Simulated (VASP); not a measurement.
The system is MgS (zincblende type).

```
Mg S
1.0
     0.00000    2.84837    2.84837
     2.84837    0.00000    2.84837
     2.84837    2.84837    0.00000
Mg S
1 1
Direct
  0.00000 0.00000 0.00000
  0.25000 0.25000 0.25000
```

Base run:

* Program: VASP 6.6.1
* Functional: PBE
* Potentials or basis: VASP PAW PBE potentials, release 64 (Mg, S)
* Cutoff: 520 eV
* k mesh: 13 × 13 × 13
* Occupations: fermi-dirac, width 0.05 eV
* Spin: no spin polarisation

Its results: band gap on the k mesh 3.37 eV, direct; pressure -0.1 GPa.

The run is repeated on the same cell with these changes: functional from PBE to PBEsol. What comes out?

Band gap on the k mesh 3.21 eV, direct; pressure -1.4 GPa.

PBEsol binds more tightly than PBE, so the same cell stands under less pressure.

Caveats: the PAW data sets were made with another functional, which shifts forces and pressure a little (some runs).

A k mesh can miss the band edges.
